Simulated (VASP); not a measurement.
Input of a VASP 6.6.1 run:

Contents of INCAR:

```
ALGO     = Normal         # electronic algorithm
EDIFF    = 1E-6           # SCF threshold, eV
ENCUT    = 500            # plane-wave cutoff, eV
GGA      = CA             # functional
GGA_COMPAT= False        
ISIF     = 2              # what is computed and relaxed
ISMEAR   = 0              # smearing method
LASPH    = True           # aspherical terms in the spheres
LCHARG   = False          # write CHGCAR
LREAL    = False          # projectors in reciprocal space
LWAVE    = False          # write WAVECAR
NBANDS   = 12             # bands
NELM     = 120            # most SCF steps
PREC     = Accurate       # precision mode
SIGMA    = 0.2            # smearing width, eV
```

Contents of KPOINTS:

```
k-points
0
Gamma
  20 20 20
```

The input POSCAR:

```
Ta
1.0
   -1.7008184000      1.6017416000      1.6512800000
    1.7008184000     -1.6017416000      1.6512800000
    1.7008184000      1.6017416000     -1.6512800000
Ta
1
Direct
    0.0000000000      0.0000000000      0.0000000000
```

Potentials or basis: VASP PAW LDA potentials, release 64 (Ta_pv).

Launch:

```console
$ cat potpaw_LDA.64/Ta_pv/POTCAR > POTCAR
$ mpirun -np 1 vasp_std > vasp.out
```

What does it give for the band gap on the k mesh?

Zero (an odd number of electrons rules out a gap without spin polarisation).

Predict the pressure.

-7.8 GPa.

Stress tensor (GPa, compression positive):
```
-10.99   0.00   0.00
  0.00  -4.61   0.00
  0.00   0.00  -7.72
```

Caveat: the cell differs from its parent crystal (strain +0.0300 x Voigt [1, -1, 0, 0, 0, 0]); the cell stands under tension; spin-orbit coupling is left out, which moves the levels of the heavy elements.
